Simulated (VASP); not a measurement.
Input of a VASP 6.6.1 run:

File INCAR:

```
SYSTEM = K
  PREC = Accurate
  ENCUT = 520
  EDIFF = 1E-6
  ISMEAR = -1
  SIGMA = 0.1
  LREAL = .False.
  LASPH = .True.
  NELM = 100
  ALGO = Normal
  ISIF = 2
  LWAVE = .False.
  LCHARG = .False.
  GGA = PS
  NBANDS = 10
```

KPOINTS

```
regular mesh
0
Gamma
  6 6 6
  0 0 0
```

POSCAR

```
K
1.0
    4.0464110000      0.0000000000      0.0000000000
    0.0000000000      4.0464110000      0.0000000000
    0.0000000000      0.0000000000      4.0464110000
K
1
Direct
    0.5000000000      0.5000000000      0.5000000000
```

Potentials or basis: VASP PAW PBE potentials, release 64 (K_sv).

The run is started by

```console
$ cat potpaw_PBE.64/K_sv/POTCAR > POTCAR
$ mpirun -np 1 vasp_std > vasp.out
```

**Question.** What does it give for the pressure?

**Answer.** 0.5 GPa.

Caveat: the PAW data sets were made with another functional, which shifts forces and pressure a little.
